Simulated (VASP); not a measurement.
A run of VASP 6.6.1 is set up as follows.

POSCAR

```
Hf
1.0
    4.6387390083      0.0000000000      0.0000000000
   -2.3193695042      4.0172658227      0.0000000000
    0.0000000000      0.0000000000      2.9018288612
Hf
3
Direct
    0.6666666667      0.3333333333      0.5000000000
    0.3333333333      0.6666666667      0.5000000000
    0.0000000000      0.0000000000      0.0000000000
```

The input INCAR.step1:

```
  PREC = Accurate
  ENCUT = 550
  ISMEAR = 0
  SIGMA = 0.1
  LREAL = False
  LASPH = True
  NELM = 120
  NBANDS = 22
  GGA = PE
  ALGO = Normal
  EDIFF = 1E-5
  LWAVE = True
  LCHARG = False
  GGA_COMPAT = False
```

File INCAR.step2:

```
  PREC = Accurate
  ENCUT = 550
  EDIFF = 1E-6
  ISMEAR = 0
  SIGMA = 0.1
  LREAL = False
  LASPH = True
  NELM = 120
  ALGO = Normal
  ISIF = 2
  LWAVE = False
  LCHARG = True
  METAGGA = R2SCAN
  LMIXTAU = True
  LUSE_VDW = True
  IVDW_NL = 2
  BPARAM = 11.95
  CPARAM = 0.0093
  LELF = True
  LVHAR = True
  NBANDS = 22
  ISTART = 1
  GGA_COMPAT = False
```

File KPOINTS:

```
regular mesh
0
Gamma
  12 12 14
```

Potentials or basis: VASP PAW PBE potentials, release 64 (Hf_pv).

Command:

```bash
$ cat potpaw_PBE.64/Hf_pv/POTCAR > POTCAR
$ cp INCAR.step1 INCAR
$ mpirun -np 1 vasp_std > vasp.out
$ cp INCAR.step2 INCAR
$ mpirun -np 1 vasp_std > vasp.out
```

(1) Estimate the pressure.

(2) What does it give for the band gap on the k mesh?

## Answers

(1) 30.4 GPa.

(2) zero (bands 15 and 16 overlap by 1.14 eV).

Caveat: the cell stands under pressure; the PAW data sets were made with another functional, which shifts forces and pressure a little; spin-orbit coupling is left out, which moves the levels of the heavy elements.
